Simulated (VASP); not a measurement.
Here is a VASP 6.6.1 calculation.

Contents of INCAR:

```
  PREC = Accurate
  ENCUT = 400
  EDIFF = 1E-6
  ISMEAR = 0
  SIGMA = 0.08
  LREAL = F
  LASPH = T
  NELM = 120
  ALGO = Normal
  ISIF = 2
  LWAVE = F
  LCHARG = F
  LDIPOL = T
  IDIPOL = 3
  DIPOL = 0.5 0.5 0.500
  GGA = PE
  IVDW = 12
  NBANDS = 19
  GGA_COMPAT = F
  NELMDL = -8
```

KPOINTS

```
Automatic mesh
0
Gamma
  12 12 1
```

The input POSCAR:

```
TiS2
1.0
    3.4000000000      0.0000000000      0.0000000000
   -1.7000000000      2.9444863729      0.0000000000
    0.0000000000      0.0000000000     16.8600000000
S Ti
2 1
Direct
    0.3333330000      0.6666670000      0.4151838671
    0.6666670000      0.3333330000      0.5848161329
    0.0000000000      0.0000000000      0.5000000000
```

Potentials or basis: VASP PAW PBE potentials, release 64 (S, Ti_sv).

Command:

```sh
$ cat potpaw_PBE.64/S/POTCAR potpaw_PBE.64/Ti_sv/POTCAR > POTCAR
$ mpirun -np 1 vasp_std > vasp.out
```

Predict the band gap on the k mesh.

zero (filled and empty bands touch).

What does it give for the largest force?

0.119 eV/Å.

Forces in eV/Å, atoms in the order of the input:
```
S    0.000  0.000  0.119
S    0.000  0.000 -0.119
Ti   0.000  0.000  0.000
```
